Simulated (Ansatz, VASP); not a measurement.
**One calculation of Pt, two programs**

```
CELL_PARAMETERS angstrom
0.00000 1.96090 1.96090
1.96090 0.00000 1.96090
1.96090 1.96090 0.00000
ATOMIC_POSITIONS crystal
Pt 0.00000 0.00000 0.00000
```

Alike in both runs: task single point; functional HSE06; k mesh 8 × 8 × 8; occupations fermi-dirac, width 0.05 eV; no spin polarisation.

|  | VASP | Ansatz |
| --- | --- | --- |
| version | VASP 6.6.1 | Ansatz 0.2.0 |
| potentials or method | VASP PAW PBE potentials, release 64 (Pt) | Ansatz PAW |
| plane-wave cutoff (eV) | 520 | 420 |
| valence electrons in the cell | 10 | 18 |

|  | VASP | Ansatz | Ansatz less VASP |
| --- | --- | --- | --- |
| gap on the k mesh at the Fermi level (eV) | none | none | - |
| pressure (GPa) | 0.4 | 0.1 | -0.24 |

A gap of «none» marks a metal or a gap that the smearing closes. VASP's potentials hold 10 valence electrons a cell and Ansatz's 18, so a difference there can come from the potentials and not from the codes.

Neither program's run includes spin-orbit coupling.
